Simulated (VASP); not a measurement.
**Mg2Co: single point with r2SCAN**

Crystal: Mg2Co.

```
Mg Co
1.0
     0.00000    3.77102    3.77102
     3.77102    0.00000    3.77102
     3.77102    3.77102    0.00000
Mg Co
4 2
Direct
  0.62500 0.62500 0.62500
  0.12500 0.62500 0.62500
  0.62500 0.62500 0.12500
  0.62500 0.12500 0.62500
  0.00000 0.00000 0.00000
  0.25000 0.25000 0.25000
```

```
Program             : VASP 6.6.1
Task                : single point
Functional          : r2SCAN
Potentials or basis : VASP PAW PBE potentials, release 64 (Mg, Co)
Cutoff              : 520 eV
k mesh              : 4 × 4 × 4
Occupations         : gaussian, width 0.1 eV
Spin                : collinear spin, ferromagnetic start
Starting moments    : [0.0, 0.0, 0.0, 0.0, 2.12, 2.12] μB
```

| Quantity | Value |
| --- | --- |
| Pressure | 0.3 GPa |
| Net moment | 3.27 μB per cell |
| Site moments | Mg -0.02; Co +1.98 μB |
| Valence electrons inside the program's atomic spheres | Mg 0.43; Co 7.74 |

Levels at points of the mesh, in eV from the Fermi level:
Spin up:
| k point | band 11 | band 12 | band 13 | band 14 | band 15 | band 16 | band 17 | band 18 |
| --- | --- | --- | --- | --- | --- | --- | --- | --- |
| (0.00, 0.00, 0.00) | -2.44 | -1.22 | 0.53 | 0.92 | 0.92 | 0.92 | 1.84 | 1.84 |
| (0.50, 0.00, 0.00) | -2.52 | -2.51 | -1.28 | 0.10 | 0.10 | 0.94 | 1.12 | 1.12 |
| (0.50, 0.50, 0.00) | -2.46 | -2.46 | -1.89 | -1.89 | -1.28 | -1.28 | 5.11 | 5.11 |
Spin down:
```tsv
k point	band 7	band 8	band 9	band 10	band 11	band 12	band 13	band 14	band 15	band 16
(0.00, 0.00, 0.00)	-1.05	-1.05	-1.05	-1.05	0.11	0.11	0.79	1.74	1.74	1.74
(0.50, 0.00, 0.00)	-0.88	-0.88	-0.70	-0.70	-0.03	-0.03	0.38	0.52	0.52	1.73
(0.50, 0.50, 0.00)	-0.56	-0.56	-0.41	-0.41	-0.03	-0.03	0.02	0.02	0.59	0.59
```

It took 4.3 min on 1 thread of Intel(R) Xeon(R) Platinum 8488C (Sapphire Rapids), on a shared host, peak memory 0.32 GiB.

Caveat: the k points lie up to 0.36 Å⁻¹ apart; the PAW data sets were made with another functional, which shifts forces and pressure a little.
